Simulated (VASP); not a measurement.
Write the native input for VASP 6.6.1 that does the following.

```yaml
Task: electric field gradients
Functional: LDA
Potentials_or_basis: VASP PAW LDA potentials, release 64 (Zr_sv)
Cutoff: 520 eV
k_mesh: 16 × 16 × 16
Occupations: fermi-dirac, width 0.03 eV
Spin: no spin polarisation
Dipole_correction: no
Further_INCAR_settings: ALGO = Normal; EDIFF = 1e-08; NBANDS = 12
```

The structure of Zr lies in POSCAR:

```
Zr
1.0
   -1.8160133332      1.8160133332      1.8160133332
    1.8160133332     -1.8160133332      1.8160133332
    1.8160133332      1.8160133332     -1.8160133332
Zr
1
Direct
    0.0000000000      0.0000000000      0.0000000000
```

This cell differs from its parent crystal: volume scaled by 1.01.

These files were run (other wordings do the same):

INCAR

```
ALGO     = Normal         # electronic algorithm
EDIFF    = 1E-8           # SCF threshold, eV
ENCUT    = 520            # plane-wave cutoff, eV
GGA      = CA             # functional
ISIF     = 2              # what is computed and relaxed
ISMEAR   = -1             # smearing method
LASPH    = T              # aspherical terms in the spheres
LCHARG   = F              # write CHGCAR
LEFG     = T            
LREAL    = F              # projectors in reciprocal space
LWAVE    = F              # write WAVECAR
NBANDS   = 12             # bands
NELM     = 60             # most SCF steps
PREC     = Accurate       # precision mode
SIGMA    = 0.03           # smearing width, eV
```

KPOINTS

```
k-points
0
Gamma
  16 16 16
```

Potentials or basis: VASP PAW LDA potentials, release 64 (Zr_sv).

The run is started by

```sh
$ cat potpaw_LDA.64/Zr_sv/POTCAR > POTCAR
$ mpirun -np 1 vasp_std > vasp.out
```

It gave:

| Property | Result |
| --- | --- |
| Pressure | -10.1 GPa |
| Band gap on the k mesh | zero (band 6 reaches 9.26 eV, above the bottom of band 7 at 7.50 eV) |

Caveat: without QUAD_EFG the Cq values of the log hold for a quadrupole moment of 1 mb, not for the nuclei.

Run time: 14 s on 1 thread of Intel(R) Xeon(R) Platinum 8488C (Sapphire Rapids), with other jobs on the host, peak memory 0.15 GiB.
